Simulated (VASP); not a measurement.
A run of VASP 6.6.1 is set up as follows.

Contents of INCAR:

```
PREC = Accurate
ENCUT = 520
EDIFF = 1E-6
ISMEAR = 0
SIGMA = 0.05
LREAL = False
LASPH = True
NELM = 150
ALGO = Normal
ISIF = 2
LWAVE = False
LCHARG = False
ISPIN = 2
MAGMOM = 5 5 0 0
LORBIT = 11
LMAXMIX = 4
GGA = PE
NBANDS = 31
```

File KPOINTS:

```
Automatic mesh
0
Gamma
  14 14 14
```

Contents of POSCAR:

```
MnO
1.0
    0.0000000000      2.2200320392      2.2200320392
    2.2200320392      0.0000000000      2.2200320392
    4.4400640784      2.2200320392     -2.2200320392
Mn O
2 2
Direct
    0.0000000000      0.0000000000      0.0000000000
    0.5000000000      0.0000000000      0.5000000000
    0.7500000000      0.5000000000      0.2500000000
    1.2500000000      0.5000000000      0.7500000000
```

Potentials or basis: VASP PAW PBE potentials, release 64 (Mn_pv, O).

Launch:

```bash
$ cat potpaw_PBE.64/Mn_pv/POTCAR potpaw_PBE.64/O/POTCAR > POTCAR
$ mpirun -np 1 vasp_std > vasp.out
```

Task: Estimate the site moments.

Result: Mn +4.32; O +0.20 μB.

Task: What does it give for the pressure?

Result: 0.2 GPa.

Task: Predict the net moment.

Result: 9.50 μB per cell.
